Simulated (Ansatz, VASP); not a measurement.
## Two plane-wave programs on PdRu3Pt

```
CELL_PARAMETERS angstrom
4.66359 0.00000 0.00000
0.00000 4.66359 0.00000
0.00000 0.00000 4.66359
ATOMIC_POSITIONS crystal
Ru 0.50000 0.00000 0.00000
Ru 0.00000 0.50000 0.00000
Ru 0.00000 0.00000 0.50000
Pd 0.00000 0.00000 0.00000
Pt 0.50000 0.50000 0.50000
```

Alike in both runs: task single point; functional PBE; k mesh 8 × 8 × 8; occupations gaussian, width 0.1 eV; collinear spin.

|  | VASP | Ansatz |
| --- | --- | --- |
| version | VASP 6.6.1 | Ansatz 0.2.0 |
| potentials or method | VASP PAW PBE potentials, release 64 (Ru_pv, Pd, Pt), cutoff 520 eV | scalar-relativistic, plane waves, PAW |
| valence electrons in the cell | 62 | 84 |

```tsv
	VASP	Ansatz	Ansatz less VASP
gap on the k mesh at the Fermi level (eV)	none	none	-
pressure (GPa)	-0.1	0.0	+0.09
net moment per atom (μB)	1.27	1.27	0.000
size of the moment on the site where the two differ most (μB)	1.79	1.57	-0.223
```

Site moments also hang on the region over which each program counts them. A gap of «none» marks a metal or a gap that the smearing closes. VASP's potentials hold 62 valence electrons a cell and Ansatz's 84, so a difference there can come from the potentials and not from the codes. Ansatz's warnings: moment headroom below auto, stability check not made.

Spin-orbit coupling is off throughout.
